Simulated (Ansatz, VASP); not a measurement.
# Two plane-wave programs on Au

```
CELL_PARAMETERS angstrom
0.00000 2.04193 2.07256
2.04193 0.00000 2.07256
2.04193 2.04193 0.00000
ATOMIC_POSITIONS crystal
Au 0.00000 0.00000 0.00000
```

Change from the starting cell: strain +0.000 along x and y, +0.015 along z, atoms carried along.

Alike in both runs: task single point; functional PBEsol; k mesh 26 × 26 × 26; occupations gaussian, width 0.15 eV; no spin polarisation.

```csv
,VASP,Ansatz
version,VASP 6.6.1,Ansatz 0.2.0
potentials or method,"VASP PAW PBE potentials, release 64 (Au), cutoff 520 eV","scalar-relativistic, plane waves, PAW"
valence electrons in the cell,11,19
```

|  | VASP | Ansatz | Ansatz less VASP |
| --- | --- | --- | --- |
| gap on the k mesh at the Fermi level (eV) | none | none | - |
| pressure (GPa) | -2.8 | -2.6 | +0.22 |
| traceless stress, the component that is largest in VASP (GPa) | -0.33 | -0.33 | +0.006 |

VASP's potentials were made for PBE, not for PBEsol. A gap of «none» marks a metal or a gap that the smearing closes. VASP's potentials hold 11 valence electrons a cell and Ansatz's 19, so a difference there can come from the potentials and not from the codes.

Spin-orbit coupling is off throughout.
